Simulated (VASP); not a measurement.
# KMgF3 (Pm-3m) in VASP: settings compared, part 2 of 2

VASP 6.6.1. Earlier steps stand in the parts before.

### 3 Single point, PBEsol

INCAR

```
  PREC = Accurate
  ENCUT = 520
  EDIFF = 1E-7
  ISMEAR = -1
  SIGMA = 0.05
  LREAL = False
  LASPH = True
  NELM = 60
  ALGO = Normal
  ISIF = 2
  LWAVE = False
  LCHARG = False
  GGA = PS
  NBANDS = 24
```

KPOINTS

```
Automatic mesh
0
Gamma
  7 7 7
```

POSCAR

```
KMgF3
1.0
    3.9908634608      0.0000000000      0.0000000000
    0.0000000000      3.9908634608      0.0000000000
    0.0000000000      0.0000000000      3.9908634608
K Mg F
1 1 3
Direct
    0.5000000000      0.5000000000      0.5000000000
    0.0000000000      0.0000000000      0.0000000000
    0.0000000000      0.0000000000      0.5000000000
    0.0000000000      0.5000000000      0.0000000000
    0.5000000000      0.0000000000      0.0000000000
```

Potentials or basis: VASP PAW PBE potentials, release 64 (K_sv, Mg, F).

Command:

```sh
> cat potpaw_PBE.64/K_sv/POTCAR potpaw_PBE.64/Mg/POTCAR potpaw_PBE.64/F/POTCAR > POTCAR
> mpirun -np 1 vasp_std > vasp.out
```

OUTCAR:

```text
PREC = Accurate
   ENCUT = 520
   EDIFF = 1E-7
   ISMEAR = -1
   LREAL = False
   LASPH = True
   NELM = 60
   ISIF = 2
   GGA = PS

 ion  position               nearest neighbor table
   1  0.500  0.500  0.500-   3 2.82   4 2.82   5 2.82   4 2.82   5 2.82   3 2.82   5 2.82   5 2.82
                             3 2.82   4 2.82   4 2.82   3 2.82   2 3.46   2 3.46   2 3.46   2 3.46
   2  0.000  0.000  0.000-   3 2.00   4 2.00   5 2.00   3 2.00   4 2.00   5 2.00   1 3.46   1 3.46
                             1 3.46   1 3.46   1 3.46   1 3.46   1 3.46   1 3.46
   3  0.000  0.000  0.500-   2 2.00   2 2.00   1 2.82   1 2.82   1 2.82   1 2.82
   4  0.000  0.500  0.000-   2 2.00   2 2.00   1 2.82   1 2.82   1 2.82   1 2.82
   5  0.500  0.000  0.000-   2 2.00   2 2.00   1 2.82   1 2.82   1 2.82   1 2.82

  LATTYP: Found a simple cubic cell.
 ALAT       =     3.9908634608

  Lattice vectors:

 A1 = (   3.9908634608,   0.0000000000,   0.0000000000)
 A2 = (   0.0000000000,   3.9908634608,   0.0000000000)
 A3 = (   0.0000000000,   0.0000000000,   3.9908634608)

Analysis of symmetry for initial positions (statically):
=====================================================================
 Subroutine PRICEL returns:
 Original cell was already a primitive cell.

 Routine SETGRP: Setting up the symmetry group for a
 simple cubic supercell.

 Subroutine GETGRP returns: Found 48 space group operations
 (whereof 48 operations were pure point group operations)
 out of a pool of 48 trial point group operations.

The static configuration has the point symmetry O_h .

Analysis of symmetry for dynamics (positions and initial velocities):
=====================================================================
 Subroutine PRICEL returns:
 Original cell was already a primitive cell.

 Routine SETGRP: Setting up the symmetry group for a
 simple cubic supercell.

 Subroutine GETGRP returns: Found 48 space group operations
 (whereof 48 operations were pure point group operations)
 out of a pool of 48 trial point group operations.

The dynamic configuration has the point symmetry O_h .

 Subroutine INISYM returns: Found 48 space group operations
 (whereof 48 operations are pure point group operations),
 and found     1 'primitive' translations

----------------------------------------------------------------------------------------

                                     Primitive cell

  volume of cell :      63.5624

  direct lattice vectors                    reciprocal lattice vectors
     3.990863461  0.000000000  0.000000000     0.250572341  0.000000000  0.000000000
     0.000000000  3.990863461  0.000000000     0.000000000  0.250572341  0.000000000
     0.000000000  0.000000000  3.990863461     0.000000000  0.000000000  0.250572341

  length of vectors
     3.990863461  3.990863461  3.990863461     0.250572341  0.250572341  0.250572341

  position of ions in fractional coordinates (direct lattice)
     0.500000000  0.500000000  0.500000000
     0.000000000  0.000000000  0.000000000
     0.000000000  0.000000000  0.500000000
     0.000000000  0.500000000  0.000000000
     0.500000000  0.000000000  0.000000000

  ion indices of the primitive-cell ions
   primitive index   ion index
[... 29 lines left out ...]

 Found     20 irreducible k-points:

 Following reciprocal coordinates:
            Coordinates               Weight
  0.000000  0.000000  0.000000      1.000000
  0.142857  0.000000  0.000000      6.000000
  0.285714  0.000000  0.000000      6.000000
  0.428571  0.000000  0.000000      6.000000
  0.142857  0.142857  0.000000     12.000000
  0.285714  0.142857  0.000000     24.000000
[... 12 lines left out ...]
  0.428571  0.428571  0.285714     24.000000
  0.428571  0.428571  0.428571      8.000000
   k-points           NKPTS =     20   k-points in BZ     NKDIM =     20   number of bands    NBANDS=     24
   number of dos      NEDOS =    301   number of ions     NIONS =      5
   total plane-waves  NPLWV =  27000
   dimension x,y,z NGX =    30 NGY =   30 NGZ =   30
   dimension x,y,z NGXF=    60 NGYF=   60 NGZF=   60
   ions per type =               1   1   3
   NGX,Y,Z   is equivalent  to a cutoff of  12.50, 12.50, 12.50 a.u.
   NGXF,Y,Z  is equivalent  to a cutoff of  24.99, 24.99, 24.99 a.u.
 SYSTEM =  unknown system
   PREC   = accura    normal or accurate (medium, high low for compatibility)
   ISTART =      0    job   : 0-new  1-cont  2-samecut
   ICHARG =      2    charge: 1-file 2-atom 10-const
   ISPIN  =      1    spin polarized calculation?
   LNONCOLLINEAR =      F non collinear calculations
   LSORBIT =      F    spin-orbit coupling
   LASPH  =      T    aspherical Exc in radial PAW
   ENCUT  =  520.0 eV  38.22 Ry    6.18 a.u.   7.42  7.42  7.42*2*pi/ulx,y,z
   NELM   =     60;   NELMIN=  2; NELMDL= -5     # of ELM steps
   EDIFF  = 0.1E-06   stopping-criterion for ELM
   LREAL  =      F    real-space projection
   EDIFFG = 0.1E-05   stopping-criterion for IOM
   NSW    =      0    number of steps for IOM
   IBRION =     -1    ionic relax: 0-MD 1-quasi-New 2-CG
   NFREE  =      0    steps in history (QN), initial steepest desc. (CG)
   ISIF   =      2    stress and relaxation
   ISYM   =      2    0-nonsym 1-usesym 2-fastsym
   POTIM  = 0.5000    time-step for ionic-motion
   TEBEG  =    0.0;   TEEND  =   0.0 temperature during run
   PSTRESS=    0.0 pullay stress
   NELECT =      32.0000    total number of electrons
   NUPDOWN=      -1.0000    fix difference up-down
   EMIN   =  10.00;   EMAX   =-10.00  energy-range for DOS
   EFERMI =   0.00;   METHOD = LEGACY
   ISMEAR =    -1;   SIGMA  =   0.05  broadening in eV -4-tet -1-fermi 0-gaus
   EFERMI_NEDOS =   21; number of points for ismear=-14 and -15
   IALGO  =     38    algorithm
   IMIX   =      4    mixing-type and parameters
     AMIX     =   0.40;   BMIX     =  1.00
     AMIX_MAG =   1.60;   BMIX_MAG =  1.00
  volume/ion in A,a.u.               =      12.71        85.79
  Fermi-wavevector in a.u.,A,eV,Ry     =   1.302341  2.461067 23.076724  1.696091
  Thomas-Fermi vector in A             =   2.433415
   LORBIT       =      0    0 simple, 1 ext, 2 COOP (PROOUT), +10 PAW based schemes
   GGA     = PS    functional components
   LHFCALC =     F    Hartree Fock is set to
   AEXX    =    0.0000 exact exchange contribution
   IVDW    =     0    specifies the selected vdW correction
   LEPSILON=     F    determine dielectric tensor
   LRPA    =     F    only Hartree local field effects (RPA)
 non-spin polarized calculation
  energy-cutoff  :      520.00
  volume of cell :       63.56
 maximum number of plane-waves:      1743
 NGX is ok and might be reduce to    30
   NGX = 15   NGY = 15   NGZ = 15

 number of electron      31.9999958 magnetization

 Free energy of the ion-electron system (eV)
  ---------------------------------------------------
  ext. energy  EPLUGINS =         0.00000000
  ---------------------------------------------------
  free energy    TOTEN  =       -25.26308963 eV

  energy without entropy =      -25.26308963  energy(sigma->0) =      -25.26308963

 E-fermi :  -0.5608     XC(G=0):  -9.9254

 val. band max:       -1.7582244468   @ k =   0.4286   0.4286   0.4286
 cond. band min:       5.3701020247   @ k =   0.0000   0.0000   0.0000
 fundamental gap:      7.1283264715
 Fermi energy:        -0.5607765714

 k-point     1 :       0.0000    0.0000    0.0000
  band No.  band energies     occupation
      1     -27.2093      2.00000
      2     -21.7267      2.00000
      3     -21.0623      2.00000
      4     -21.0623      2.00000
      5     -10.7734      2.00000
      6     -10.7734      2.00000
[... 529 lines left out ...]
     23      13.2694      0.00000
     24      13.4289      0.00000

------------------------ aborting loop because EDIFF is reached ----------------------------------------

  FORCE on cell =-STRESS in cart. coord.  units (eV):
  Direction    XX          YY          ZZ          XY          YZ          ZX
  --------------------------------------------------------------------------------------
  -------------------------------------------------------------------------------------
  Total       -0.1391402     -0.1391402     -0.1391402      0.0000000      0.0000000     -0.0000000
  in kB       -3.5072160     -3.5072160     -3.5072160      0.0000000      0.0000000     -0.0000000
  external PRESSURE =      -3.5072160 kB  Pullay stress =       0.0000000 kB

 VOLUME and BASIS-vectors are now :
 -----------------------------------------------------------------------------
  energy-cutoff  :      520.00
  volume of cell :       63.56
      direct lattice vectors                 reciprocal lattice vectors
     3.990863461  0.000000000  0.000000000     0.250572341  0.000000000  0.000000000
     0.000000000  3.990863461  0.000000000     0.000000000  0.250572341  0.000000000
     0.000000000  0.000000000  3.990863461     0.000000000  0.000000000  0.250572341

 POSITION                                       TOTAL-FORCE (eV/Angst)
 -----------------------------------------------------------------------------------
      1.99543      1.99543      1.99543         0.000000      0.000000      0.000000
      0.00000      0.00000      0.00000         0.000000      0.000000      0.000000
      0.00000      0.00000      1.99543         0.000000      0.000000      0.000000
      0.00000      1.99543      0.00000         0.000000      0.000000      0.000000
      1.99543      0.00000      0.00000         0.000000      0.000000      0.000000
 -----------------------------------------------------------------------------------
    total drift:                                0.000000     -0.000000      0.000000

  FREE ENERGIE OF THE ION-ELECTRON SYSTEM (eV)
  ---------------------------------------------------
  free  energy   TOTEN  =       -25.2630896315 eV

  energy  without entropy=      -25.2630896314  energy(sigma->0) =      -25.26308963
```

It took 15 s on 1 thread of Intel Xeon 6975P-C (Granite Rapids), shared host; peak memory 0.18 GiB.

What came out:

```
Free energy            : -25.2631 eV
Pressure               : -0.4 GPa
Band gap on the k mesh : 7.13 eV (least direct gap 7.42 eV)
```

Levels at points of the mesh, in eV from the valence-band top:
```csv
k point,band 13,band 14,band 15,band 16,band 17,band 18,band 19,band 20
"(0.00, 0.00, 0.00)",-0.60,-0.29,-0.29,-0.29,7.13,9.97,9.97,12.16
```

Caveat: the PAW data sets were made with another functional, which shifts forces and pressure a little; an odd mesh through Γ misses points on the zone boundary, where band edges can lie.

### 4 Single point, r2SCAN

This run uses another cell than the first one, of 12.67 Å³/atom.

POSCAR: that of step 3 with these lines changed.

```diff
@@ -2,5 +2,5 @@
 1.0
-    3.9908634608      0.0000000000      0.0000000000
-    0.0000000000      3.9908634608      0.0000000000
-    0.0000000000      0.0000000000      3.9908634608
+    3.9859000000      0.0000000000      0.0000000000
+    0.0000000000      3.9859000000      0.0000000000
+    0.0000000000      0.0000000000      3.9859000000
 K Mg F
```

INCAR.step1

```
SYSTEM = KMgF3
PREC = Accurate ; ENCUT = 520
ISMEAR = -1 ; SIGMA = 0.05
LREAL = .False. ; LASPH = .True.
NELM = 80 ; NBANDS = 24
GGA = PE ; ALGO = Normal
EDIFF = 1E-4 ; LWAVE = .True.
LCHARG = .False.
```

INCAR.step2

```
SYSTEM = KMgF3
PREC = Accurate ; ENCUT = 520
EDIFF = 1E-6 ; ISMEAR = -1
SIGMA = 0.05 ; LREAL = .False.
LASPH = .True. ; NELM = 80
ALGO = Normal ; ISIF = 2
LWAVE = .False. ; LCHARG = .True.
METAGGA = R2SCAN ; LMIXTAU = .True.
LELF = .True. ; LVHAR = .True.
NBANDS = 24 ; ISTART = 1
```

KPOINTS

```
regular mesh
0
Gamma
  7 7 7
  0 0 0
```

Potentials or basis: VASP PAW PBE potentials, release 64 (K_sv, Mg, F).

Command:

```sh
> cat potpaw_PBE.64/K_sv/POTCAR potpaw_PBE.64/Mg/POTCAR potpaw_PBE.64/F/POTCAR > POTCAR
> cp INCAR.step1 INCAR
> mpirun -np 1 vasp_std > vasp.out
> cp INCAR.step2 INCAR
> mpirun -np 1 vasp_std > vasp.out
```

OUTCAR:

```text
SYSTEM = KMgF3
   PREC = Accurate
   ENCUT = 520
   EDIFF = 1E-6
   ISMEAR = -1
   LREAL = .False.
   LASPH = .True.
   NELM = 80
   ISIF = 2
   METAGGA = R2SCAN
   ISTART = 1

 ion  position               nearest neighbor table
   1  0.500  0.500  0.500-   3 2.82   4 2.82   5 2.82   4 2.82   5 2.82   3 2.82   5 2.82   5 2.82
                             3 2.82   4 2.82   4 2.82   3 2.82   2 3.45   2 3.45   2 3.45   2 3.45
   2  0.000  0.000  0.000-   3 1.99   4 1.99   5 1.99   3 1.99   4 1.99   5 1.99   1 3.45   1 3.45
                             1 3.45   1 3.45   1 3.45   1 3.45   1 3.45   1 3.45
   3  0.000  0.000  0.500-   2 1.99   2 1.99   1 2.82   1 2.82   1 2.82   1 2.82
   4  0.000  0.500  0.000-   2 1.99   2 1.99   1 2.82   1 2.82   1 2.82   1 2.82
   5  0.500  0.000  0.000-   2 1.99   2 1.99   1 2.82   1 2.82   1 2.82   1 2.82

  LATTYP: Found a simple cubic cell.
 ALAT       =     3.9859000000

  Lattice vectors:

 A1 = (   3.9859000000,   0.0000000000,   0.0000000000)
 A2 = (   0.0000000000,   3.9859000000,   0.0000000000)
 A3 = (   0.0000000000,   0.0000000000,   3.9859000000)

Analysis of symmetry for initial positions (statically):
[... 176 lines left out ...]
 val. band max:       -2.2498506374   @ k =   0.4286   0.4286   0.4286
 cond. band min:       6.0313063682   @ k =   0.0000   0.0000   0.0000
 fundamental gap:      8.2811570057
 Fermi energy:        -0.9946156210

 k-point     1 :       0.0000    0.0000    0.0000
  band No.  band energies     occupation
      1     -28.8160      2.00000
      2     -23.4571      2.00000
      3     -22.8268      2.00000
      4     -22.8268      2.00000
      5     -11.5427      2.00000
      6     -11.5427      2.00000
[... 529 lines left out ...]
     23      14.1861      0.00000
     24      14.3108      0.00000

------------------------ aborting loop because EDIFF is reached ----------------------------------------

  FORCE on cell =-STRESS in cart. coord.  units (eV):
  Direction    XX          YY          ZZ          XY          YZ          ZX
  --------------------------------------------------------------------------------------
  -------------------------------------------------------------------------------------
  Total       -0.3630320     -0.3630320     -0.3630320      0.0000000      0.0000000     -0.0000000
  in kB       -9.1849388     -9.1849388     -9.1849388      0.0000000      0.0000000     -0.0000000
  external PRESSURE =      -9.1849388 kB  Pullay stress =       0.0000000 kB

 VOLUME and BASIS-vectors are now :
 -----------------------------------------------------------------------------
  energy-cutoff  :      520.00
  volume of cell :       63.33
      direct lattice vectors                 reciprocal lattice vectors
     3.985900000  0.000000000  0.000000000     0.250884367  0.000000000  0.000000000
     0.000000000  3.985900000  0.000000000     0.000000000  0.250884367  0.000000000
     0.000000000  0.000000000  3.985900000     0.000000000  0.000000000  0.250884367

 POSITION                                       TOTAL-FORCE (eV/Angst)
 -----------------------------------------------------------------------------------
      1.99295      1.99295      1.99295         0.000000      0.000000      0.000000
      0.00000      0.00000      0.00000         0.000000      0.000000      0.000000
      0.00000      0.00000      1.99295         0.000000      0.000000      0.000000
      0.00000      1.99295      0.00000         0.000000      0.000000      0.000000
      1.99295      0.00000      0.00000         0.000000      0.000000      0.000000
 -----------------------------------------------------------------------------------
    total drift:                                0.000000     -0.000000      0.000000

  FREE ENERGIE OF THE ION-ELECTRON SYSTEM (eV)
  ---------------------------------------------------
  free  energy   TOTEN  =       -37.4149813553 eV

  energy  without entropy=      -37.4149813553  energy(sigma->0) =      -37.41498136
```

Run time: 52 s. Hardware: 1 thread of Intel Xeon 6975P-C (Granite Rapids), shared host; peak memory 0.18 GiB.

Results:

```yaml
Free_energy: -37.4150 eV
Pressure: -0.9 GPa
Band_gap_on_the_k_mesh: 8.28 eV (least direct gap 8.57 eV)
```

Caveat: the PAW data sets were made with another functional, which shifts forces and pressure a little; an odd mesh through Γ misses points on the zone boundary, where band edges can lie.

### 5 Relaxation of cell and atoms, PBEsol

This run uses another cell than the first one, of 12.67 Å³/atom.

INCAR

```
  PREC = Accurate
  ENCUT = 600
  EDIFF = 1E-6
  ISMEAR = -1
  SIGMA = 0.05
  LREAL = False
  LASPH = True
  NELM = 60
  ALGO = Normal
  ISIF = 3
  LWAVE = False
  LCHARG = False
  GGA = PS
  IBRION = 2
  NSW = 60
  EDIFFG = -0.01
```

KPOINTS

```
regular mesh
0
Gamma
  7 7 7
```

POSCAR is that of step 4.

Command:

```sh
> cat potpaw_PBE.64/K_sv/POTCAR potpaw_PBE.64/Mg/POTCAR potpaw_PBE.64/F/POTCAR > POTCAR
> mpirun -np 1 vasp_std > vasp.out
```

Run time: 14 s. Hardware: 1 thread of Intel Xeon 6975P-C (Granite Rapids), shared host; peak memory 0.2 GiB.

The run converged. Its results:

| Item | Value |
| --- | --- |
| Free energy | -25.2703 eV |
| Relaxed volume | 12.64 Å³/atom |
| Relaxed cell | a = 3.983 Å, b = 3.983 Å, c = 3.983 Å, α = 90.00°, β = 90.00°, γ = 90.00° |
| Space group after relaxing (to 0.1 Å) | Pm-3m (No. 221) |
| Energy gained by relaxing | 0.0 meV/atom |
| Ionic steps | 2 |
| Pressure after relaxing | 0.0 GPa |
| Band gap on the k mesh | 7.17 eV (least direct gap 7.46 eV) |

Final structure:
```yaml
crystal:
  lattice:
    - [3.98339, 0.00000, 0.00000]
    - [0.00000, 3.98339, 0.00000]
    - [0.00000, 0.00000, 3.98339]
  atoms:
    - { symbol: K, position: [0.50000, 0.50000, 0.50000] }
    - { symbol: Mg, position: [0.00000, 0.00000, 0.00000] }
    - { symbol: F, position: [0.00000, 0.00000, 0.50000] }
    - { symbol: F, position: [0.00000, 0.50000, 0.00000] }
    - { symbol: F, position: [0.50000, 0.00000, 0.00000] }
```

Levels at points of the mesh, in eV from the valence-band top:
| k point | band 12 | band 13 | band 14 | band 15 | band 16 | band 17 | band 18 | band 19 | band 20 |
| --- | --- | --- | --- | --- | --- | --- | --- | --- | --- |
| (0.00, 0.00, 0.00) | -0.60 | -0.60 | -0.29 | -0.29 | -0.29 | 7.17 | 9.98 | 9.98 | 12.18 |

Caveat: the PAW data sets were made with another functional, which shifts forces and pressure a little; an odd mesh through Γ misses points on the zone boundary, where band edges can lie. A hybrid or GW would open this gap; PBEsol tends to underestimate it.

### 6 The runs side by side

```tsv
task	level	cell	cutoff (eV)	gap on the mesh (eV)	pressure (GPa)
single point	PBEsol	a = 3.991 Å, 5 atoms	520	7.13	-0.4
single point	r2SCAN	a = 3.986 Å, 5 atoms	520	8.28	-0.9
relaxation of cell and atoms	PBEsol	relaxed from a = 3.986 Å, 5 atoms	600	7.17	0.0
```

Alike in all rows: potentials or basis VASP PAW PBE potentials, release 64 (K_sv, Mg, F); no spin polarisation; k mesh 7 × 7 × 7; smearing fermi-dirac 0.05 eV.

Caveats: the PAW data sets were made with another functional, which shifts forces and pressure a little; an odd mesh through Γ misses points on the zone boundary, where band edges can lie.

Total energies depend on the potentials used, so only differences within one code and one set of settings carry meaning.
